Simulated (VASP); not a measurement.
ZnSe (Stilleite):

```xyz
2
Lattice="0.0000 2.8338 2.8338 2.8338 0.0000 2.8338 2.8338 2.8338 0.0000" Properties=species:S:1:pos:R:3 pbc="T T T"
Se    4.2507    4.2507    4.2507
Zn    0.0000    0.0000    0.0000
```

| Property | Result |
| --- | --- |
| Program | VASP 6.6.1 |
| Task | relaxation of cell and atoms |
| Functional | PBEsol |
| Dispersion | D4 |
| Potentials or basis | VASP PAW PBE potentials, release 64 (Se, Zn) |
| Cutoff | 600 eV |
| k mesh | 8 × 8 × 8 |
| Occupations | fermi-dirac, width 0.05 eV |
| Spin | no spin polarisation |

At the start: pressure -2.1 GPa; volume 22.76 Å³/atom.

Q: Where does the relaxation end?

A: Over 5 steps the energy falls by 5.1 meV/atom and the volume is 22.03 Å³/atom (-3.2 %); space group F-43m (No. 216, to 0.05 Å).

Step by step:
```
step  energy change (eV)  largest force (eV/Å)  pressure (GPa)  volume (Å³)
   1              0.0000                0.0000           -2.11        45.51
   2             -0.0091                0.0000            0.71        43.56
   3             -0.0101                0.0000           -0.10        44.02
   4             -0.0101                0.0000            0.13        43.96
   5             -0.0101                0.0000           -0.04        44.07
```

Final structure:
```xyz
2
Lattice="0.0000 2.8035 2.8035 2.8035 0.0000 2.8035 2.8035 2.8035 0.0000" Properties=species:S:1:pos:R:3 pbc="T T T"
Se    4.2052    4.2052    4.2052
Zn    0.0000    0.0000    0.0000
```

Caveat: the PAW data sets were made with another functional, which shifts forces and pressure a little.
